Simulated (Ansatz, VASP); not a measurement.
## ZnS in VASP and in Ansatz

```xyz
2
Lattice="0.0000 2.8128 2.7046 2.8128 0.0000 2.7046 2.8128 2.8128 0.0000" Properties=species:S:1:pos:R:3 pbc="T T T"
Zn    0.0000    0.0000    0.0000
S     4.2193    4.2193    4.0570
```

Change from the starting cell: x and y stretched by +4 %, z held.

Alike in both runs: task single point; functional PBE; k mesh 9 × 9 × 9; occupations fermi-dirac, width 0.01 eV; no spin polarisation.

|  | VASP | Ansatz |
| --- | --- | --- |
| version | VASP 6.6.1 | Ansatz 0.2.0 |
| potentials or method | VASP PAW PBE potentials, release 64 (Zn, S), cutoff 520 eV | all-electron LAPW, scalar-relativistic |

|  | VASP | Ansatz | Ansatz less VASP |
| --- | --- | --- | --- |
| gap on the k mesh at the Fermi level (eV) | 1.68 | 1.68 | +0.001 |
| pressure (GPa) | -3.5 | -3.6 | -0.11 |
| traceless stress, the component that is largest in VASP (GPa) | 1.03 | 1.04 | +0.006 |

Ansatz ran all-electron here, and VASP with PAW potentials.
